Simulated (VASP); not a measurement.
Runs of VASP 6.6.1 on Lu. The structure is that of space group P6_3/mmc (No. 194), or close to it. The cells are those of the table. 

```tsv
cell	gap on the mesh (eV)	pressure (GPa)
a = 3.589, b = 3.589, c = 5.686 Å, angles 90.0, 90.0, 120.0°, 2 atoms	none	-3.3
a = 3.616, b = 3.616, c = 5.730 Å, angles 90.0, 90.0, 120.0°, 2 atoms	none	-4.0
a = 3.532, b = 3.532, c = 5.597 Å, angles 90.0, 90.0, 120.0°, 2 atoms	none	-1.5
a = 3.382, b = 3.382, c = 5.359 Å, angles 90.0, 90.0, 120.0°, 2 atoms	none	(b)
a = 3.413, b = 3.413, c = 5.409 Å, angles 90.0, 90.0, 120.0°, 2 atoms	none	3.4
a = 3.444, b = 3.444, c = 5.457 Å, angles 90.0, 90.0, 120.0°, 2 atoms	none	2.0
a = 3.474, b = 3.474, c = 5.504 Å, angles 90.0, 90.0, 120.0°, 2 atoms	none	(a)
a = 3.503, b = 3.503, c = 5.551 Å, angles 90.0, 90.0, 120.0°, 2 atoms	none	(c)
```

Alike in all rows: task single point; level PBE; potentials or basis VASP PAW PBE potentials, release 64 (Lu); no spin polarisation; k mesh 10 × 10 × 5; cutoff (eV) 520; smearing methfessel-paxton 0.1 eV.

**Question.** Estimate the missing entries.

**Answer.** (a) 0.9; (b) 5.1; (c) -0.2.

Caveats: spin-orbit coupling is left out, which moves the levels of the heavy elements.

A k mesh can miss the band edges, and the runs leave out spin-orbit coupling on Lu.

A gap of «none» marks levels without a gap at the run's occupations.
